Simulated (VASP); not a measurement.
# Lu (P6_3/mmc) in VASP: further runs, part 2 of 2

VASP 6.6.1. Earlier steps stand in the parts before.

## Step 4: Single point, LDA

Input file INCAR:

```
ALGO = Normal
EDIFF = 1E-7
ENCUT = 520
GGA = CA
ISIF = 2
ISMEAR = 1
LASPH = True
LCHARG = False
LREAL = False
LWAVE = False
NBANDS = 32
NELM = 60
PREC = Accurate
SIGMA = 0.2
```

Input file KPOINTS:

```
k-points
0
Gamma
  11 11 6
```

Input file POSCAR:

```
Lu
1.0
    3.3823924653      0.0000000000      0.0000000000
   -1.6911962327      2.9292378005      0.0000000000
    0.0000000000      0.0000000000      5.2524129119
Lu
2
Direct
    0.3333333333      0.6666666667      0.2500000000
    0.6666666667      0.3333333333      0.7500000000
```

Potentials or basis: VASP PAW PBE potentials, release 64 (Lu).

Started as:

```sh
$ cat potpaw_PBE.64/Lu/POTCAR > POTCAR
$ mpirun -np 1 vasp_std > vasp.out
```

OUTCAR:

```text
EDIFF = 1E-7
   ENCUT = 520
   GGA = CA
   ISIF = 2
   ISMEAR = 1
   LASPH = True
   LREAL = False
   NELM = 60
   PREC = Accurate

 ion  position               nearest neighbor table
   1  0.333  0.667  0.250-   2 3.27   2 3.27   2 3.27   2 3.27   2 3.27   2 3.27
   2  0.667  0.333  0.750-   1 3.27   1 3.27   1 3.27   1 3.27   1 3.27   1 3.27

  LATTYP: Found a hexagonal cell.
 ALAT       =     3.3823924653
 C/A-ratio  =     1.5528691498

  Lattice vectors:

 A1 = (   3.3823924653,   0.0000000000,   0.0000000000)
 A2 = (  -1.6911962327,   2.9292378005,   0.0000000000)
 A3 = (   0.0000000000,   0.0000000000,   5.2524129119)

Analysis of symmetry for initial positions (statically):
=====================================================================
 Subroutine PRICEL returns:
 Original cell was already a primitive cell.

 Routine SETGRP: Setting up the symmetry group for a
 hexagonal supercell.

 Subroutine GETGRP returns: Found 24 space group operations
 (whereof 12 operations were pure point group operations)
 out of a pool of 24 trial point group operations.
[... 161 lines left out ...]
  ---------------------------------------------------
  free energy    TOTEN  =       -10.39083829 eV

  energy without entropy =      -10.39701402  energy(sigma->0) =      -10.39289687

 E-fermi :   2.3662     XC(G=0): -11.5480

 val. band max:        2.3631887104   @ k =   0.4545   0.0909   0.3333
 cond. band min:       2.4046033728   @ k =   0.4545   0.0000   0.3333
 fundamental gap:      0.0414146624
 Fermi energy:         2.3661901456

 k-point     1 :       0.0000    0.0000    0.0000
  band No.  band energies     occupation
      1     -53.3159      2.00000
      2     -53.2519      2.00000
      3     -24.6163      2.00000
      4     -23.9801      2.00000
      5     -23.9801      2.00000
      6     -23.8530      2.00000
[... 829 lines left out ...]
     31       6.4043      0.00000
     32       7.0204      0.00000

 [... further k-points ...]

------------------------ aborting loop because EDIFF is reached ----------------------------------------

  FORCE on cell =-STRESS in cart. coord.  units (eV):
  Direction    XX          YY          ZZ          XY          YZ          ZX
  --------------------------------------------------------------------------------------
  -------------------------------------------------------------------------------------
  Total        0.0478075      0.0478075     -0.0924798     -0.0000000      0.0000000     -0.0000000
  in kB        1.4718703      1.4718703     -2.8472142     -0.0000000      0.0000000     -0.0000000
  external PRESSURE =       0.0321755 kB  Pullay stress =       0.0000000 kB

 VOLUME and BASIS-vectors are now :
 -----------------------------------------------------------------------------
  energy-cutoff  :      520.00
  volume of cell :       52.04
      direct lattice vectors                 reciprocal lattice vectors
     3.382392465  0.000000000  0.000000000     0.295648719  0.170692868  0.000000000
    -1.691196233  2.929237801  0.000000000     0.000000000  0.341385735  0.000000000
     0.000000000  0.000000000  5.252412912     0.000000000  0.000000000  0.190388687

 POSITION                                       TOTAL-FORCE (eV/Angst)
 -----------------------------------------------------------------------------------
     -0.00000      1.95283      1.31310        -0.000000      0.000000      0.000000
      1.69120      0.97641      3.93931         0.000000     -0.000000      0.000000
 -----------------------------------------------------------------------------------
    total drift:                               -0.000000      0.000000     -0.000000

  FREE ENERGIE OF THE ION-ELECTRON SYSTEM (eV)
  ---------------------------------------------------
  free  energy   TOTEN  =       -10.3908382916 eV

  energy  without entropy=      -10.3970140196  energy(sigma->0) =      -10.39289687
```

OSZICAR:

```text
N       E                     dE             d eps       ncg     rms          rms(c)
DAV:   1     0.231518615541E+03    0.23152E+03   -0.19044E+04  5976   0.508E+03
DAV:   2     0.185142958684E+02   -0.21300E+03   -0.20431E+03  4456   0.550E+02
DAV:   3    -0.840053251084E+01   -0.26915E+02   -0.26391E+02  5880   0.117E+02
DAV:   4    -0.106438373652E+02   -0.22433E+01   -0.22284E+01  6360   0.245E+01
DAV:   5    -0.107079375489E+02   -0.64100E-01   -0.64078E-01  6208   0.431E+00    0.532E+00
DAV:   6    -0.104230139299E+02    0.28492E+00   -0.10844E+00  6272   0.163E+01    0.209E+00
DAV:   7    -0.103946468465E+02    0.28367E-01   -0.13574E-01  5496   0.233E+00    0.586E-01
DAV:   8    -0.103905398200E+02    0.41070E-02   -0.24037E-02  6656   0.105E+00    0.162E-01
DAV:   9    -0.103909437267E+02   -0.40391E-03   -0.17452E-03  5632   0.380E-01    0.977E-02
DAV:  10    -0.103908391782E+02    0.10455E-03   -0.45555E-04  6688   0.232E-01    0.250E-02
DAV:  11    -0.103908383192E+02    0.85903E-06   -0.35322E-05  6232   0.472E-02    0.307E-03
DAV:  12    -0.103908383004E+02    0.18719E-07   -0.26416E-06  4736   0.116E-02    0.151E-03
DAV:  13    -0.103908382916E+02    0.88567E-08   -0.98850E-08  3672   0.257E-03
   1 F= -.10390838E+02 E0= -.10392897E+02  d E =0.617573E-02
```

stdout:

```text
POSCAR found type information on POSCAR Lu
 POSCAR found :  1 types and       2 ions
 scaLAPACK will be used
 -----------------------------------------------------------------------------
|                                                                             |
|                                                                             |
|     You enforced a specific xc type in the INCAR file but a different       |
|     I HOPE YOU KNOW WHAT YOU ARE DOING!                                     |
|                                                                             |
 -----------------------------------------------------------------------------

 LDA part: xc-table for (Slater(with rela. corr.)+CA(PZ))
 , standard interpolation
 POSCAR, INCAR and KPOINTS ok, starting setup
 FFT: planning ... GRIDC
 FFT: planning ... GRID_SOFT
 FFT: planning ... GRID
 WAVECAR not read
 entering main loop
```

Run time: 44 s. Hardware: 1 thread of Intel Xeon 6975P-C (Granite Rapids), shared host; peak memory 0.21 GiB.

Results:

| Item | Value |
| --- | --- |
| Free energy | -10.3908 eV |
| Pressure | 0.0 GPa |
| Band gap on the k mesh | zero (bands 25 and 26 overlap by 1.91 eV) |

Caveat: the PAW data sets were made with another functional, which shifts forces and pressure a little; spin-orbit coupling is left out, which moves the levels of the heavy elements.

## Step 5: Single point, LDA

Input file INCAR:

```
PREC     = Accurate       # precision mode
ENCUT    = 520            # plane-wave cutoff, eV
EDIFF    = 1E-7           # SCF threshold, eV
ISMEAR   = 1              # smearing method
SIGMA    = 0.6            # smearing width, eV
LREAL    = F              # projectors in reciprocal space
LASPH    = T              # aspherical terms in the spheres
NELM     = 100            # most SCF steps
ALGO     = Normal         # electronic algorithm
ISIF     = 2              # what is computed and relaxed
LWAVE    = F              # write WAVECAR
LCHARG   = F              # write CHGCAR
GGA      = CA             # functional
NBANDS   = 32             # bands
```

Input file KPOINTS:

```
regular mesh
0
Gamma
  11 11 6
```

POSCAR is that of step 4.

Potentials or basis: VASP PAW PBE potentials, release 64 (Lu).

Started as:

```sh
$ cat potpaw_PBE.64/Lu/POTCAR > POTCAR
$ mpirun -np 1 vasp_std > vasp.out
```

OUTCAR:

```text
PREC = Accurate
   ENCUT = 520
   EDIFF = 1E-7
   ISMEAR = 1
   LREAL = F
   LASPH = T
   NELM = 100
   ISIF = 2
   GGA = CA

 ion  position               nearest neighbor table
   1  0.333  0.667  0.250-   2 3.27   2 3.27   2 3.27   2 3.27   2 3.27   2 3.27
   2  0.667  0.333  0.750-   1 3.27   1 3.27   1 3.27   1 3.27   1 3.27   1 3.27

  LATTYP: Found a hexagonal cell.
 ALAT       =     3.3823924653
 C/A-ratio  =     1.5528691498

  Lattice vectors:

 A1 = (   3.3823924653,   0.0000000000,   0.0000000000)
 A2 = (  -1.6911962327,   2.9292378005,   0.0000000000)
 A3 = (   0.0000000000,   0.0000000000,   5.2524129119)

Analysis of symmetry for initial positions (statically):
=====================================================================
 Subroutine PRICEL returns:
 Original cell was already a primitive cell.

 Routine SETGRP: Setting up the symmetry group for a
 hexagonal supercell.

 Subroutine GETGRP returns: Found 24 space group operations
 (whereof 12 operations were pure point group operations)
 out of a pool of 24 trial point group operations.

The static configuration has the point symmetry D_3d.
 The point group associated with its full space group is D_6h.

Analysis of symmetry for dynamics (positions and initial velocities):
=====================================================================
 Subroutine PRICEL returns:
 Original cell was already a primitive cell.

 Routine SETGRP: Setting up the symmetry group for a
 hexagonal supercell.

 Subroutine GETGRP returns: Found 24 space group operations
 (whereof 12 operations were pure point group operations)
 out of a pool of 24 trial point group operations.

The dynamic configuration has the point symmetry D_3d.
 The point group associated with its full space group is D_6h.

[... 110 lines left out ...]
   NUPDOWN=      -1.0000    fix difference up-down
   EMIN   =  10.00;   EMAX   =-10.00  energy-range for DOS
   EFERMI =   0.00;   METHOD = LEGACY
   ISMEAR =     1;   SIGMA  =   0.60  broadening in eV -4-tet -1-fermi 0-gaus
   EFERMI_NEDOS =   21; number of points for ismear=-14 and -15
   IALGO  =     38    algorithm
   IMIX   =      4    mixing-type and parameters
     AMIX     =   0.40;   BMIX     =  1.00
     AMIX_MAG =   1.60;   BMIX_MAG =  1.00
  volume/ion in A,a.u.               =      26.02       175.59
  Fermi-wavevector in a.u.,A,eV,Ry     =   1.615421  3.052703 35.505551  2.609584
  Thomas-Fermi vector in A             =   2.710171
   LORBIT       =      0    0 simple, 1 ext, 2 COOP (PROOUT), +10 PAW based schemes
   GGA     = CA    functional components
   LHFCALC =     F    Hartree Fock is set to
   AEXX    =    0.0000 exact exchange contribution
   IVDW    =     0    specifies the selected vdW correction
   LEPSILON=     F    determine dielectric tensor
   LRPA    =     F    only Hartree local field effects (RPA)
 non-spin polarized calculation
 Methfessel and Paxton  Order N= 1 SIGMA  =   0.60
  energy-cutoff  :      520.00
  volume of cell :       52.04
 maximum number of plane-waves:      1423
 NGX is ok and might be reduce to    28
   NGX = 13   NGY = 13   NGZ = 19

 number of electron      49.9999981 magnetization

 Free energy of the ion-electron system (eV)
  ---------------------------------------------------
  ext. energy  EPLUGINS =         0.00000000
  ---------------------------------------------------
  free energy    TOTEN  =       -10.40924195 eV

  energy without entropy =      -10.35061215  energy(sigma->0) =      -10.38969868

 E-fermi :   2.3518     XC(G=0): -11.5479

 val. band max:        2.3412857970   @ k =   0.1818   0.1818   0.1667
 cond. band min:       2.3636109341   @ k =   0.4545   0.0909   0.3333
 fundamental gap:      0.0223251371
 Fermi energy:         2.3518294048

 k-point     1 :       0.0000    0.0000    0.0000
  band No.  band energies     occupation
      1     -53.3145      2.00000
      2     -53.2505      2.00000
      3     -24.6215      2.00000
      4     -23.9759      2.00000
      5     -23.9759      2.00000
      6     -23.8487      2.00000
[... 829 lines left out ...]
     31       6.4070     -0.00000
     32       7.0218     -0.00000

 [... further k-points ...]

------------------------ aborting loop because EDIFF is reached ----------------------------------------

  FORCE on cell =-STRESS in cart. coord.  units (eV):
  Direction    XX          YY          ZZ          XY          YZ          ZX
  --------------------------------------------------------------------------------------
  -------------------------------------------------------------------------------------
  Total        0.0083751      0.0083751      0.1543590     -0.0000000      0.0000000     -0.0000000
  in kB        0.2578468      0.2578468      4.7523137     -0.0000000      0.0000000     -0.0000000
  external PRESSURE =       1.7560025 kB  Pullay stress =       0.0000000 kB

 VOLUME and BASIS-vectors are now :
 -----------------------------------------------------------------------------
  energy-cutoff  :      520.00
  volume of cell :       52.04
      direct lattice vectors                 reciprocal lattice vectors
     3.382392465  0.000000000  0.000000000     0.295648719  0.170692868  0.000000000
    -1.691196233  2.929237801  0.000000000     0.000000000  0.341385735  0.000000000
     0.000000000  0.000000000  5.252412912     0.000000000  0.000000000  0.190388687

 POSITION                                       TOTAL-FORCE (eV/Angst)
 -----------------------------------------------------------------------------------
     -0.00000      1.95283      1.31310        -0.000000      0.000000      0.000000
      1.69120      0.97641      3.93931         0.000000     -0.000000      0.000000
 -----------------------------------------------------------------------------------
    total drift:                               -0.000000      0.000000     -0.000000

  FREE ENERGIE OF THE ION-ELECTRON SYSTEM (eV)
  ---------------------------------------------------
  free  energy   TOTEN  =       -10.4092419526 eV

  energy  without entropy=      -10.3506121492  energy(sigma->0) =      -10.38969868
```

Wall time 44 s (1 thread of Intel Xeon 6975P-C (Granite Rapids), shared host); peak memory 0.21 GiB.

What came out:

- Free energy: -10.4092 eV
- Pressure: 0.2 GPa
- Band gap on the k mesh: zero (bands 25 and 26 overlap by 1.90 eV)

Stress tensor (GPa, compression positive):
```
0.03 0.00 0.00
0.00 0.03 0.00
0.00 0.00 0.48
```

Levels at points of the mesh, in eV from the Fermi level:
| k point | band 21 | band 22 | band 23 | band 24 | band 25 | band 26 | band 27 | band 28 | band 29 | band 30 |
| --- | --- | --- | --- | --- | --- | --- | --- | --- | --- | --- |
| (0.00, 0.00, 0.00) | -4.74 | -4.71 | -4.70 | -2.59 | 1.26 | 2.18 | 2.18 | 2.72 | 3.03 | 3.03 |
| (0.00, 0.00, 0.50) | -4.71 | -4.71 | -4.37 | -4.37 | 1.27 | 1.27 | 2.05 | 2.05 | 2.05 | 2.05 |

Caveat: so wide a smearing shifts energies and pressures; the PAW data sets were made with another functional, which shifts forces and pressure a little; spin-orbit coupling is left out, which moves the levels of the heavy elements.

## Step 6: Overview

| smearing | gap on the mesh (eV) | pressure (GPa) |
| --- | --- | --- |
| methfessel-paxton 0.03 eV | none | -0.1 |
| methfessel-paxton 0.1 eV | none | 0.0 |
| methfessel-paxton 0.2 eV | none | 0.0 |
| methfessel-paxton 0.6 eV | none | 0.2 |

Alike in all rows: task single point; level LDA; potentials or basis VASP PAW PBE potentials, release 64 (Lu); no spin polarisation; cell as given; k mesh 11 × 11 × 6; cutoff (eV) 520.

Caveats: the PAW data sets were made with another functional, which shifts forces and pressure a little; spin-orbit coupling is left out, which moves the levels of the heavy elements; so wide a smearing shifts energies and pressures (at least some runs).

Absolute energies hang on the potentials; compare differences alone.
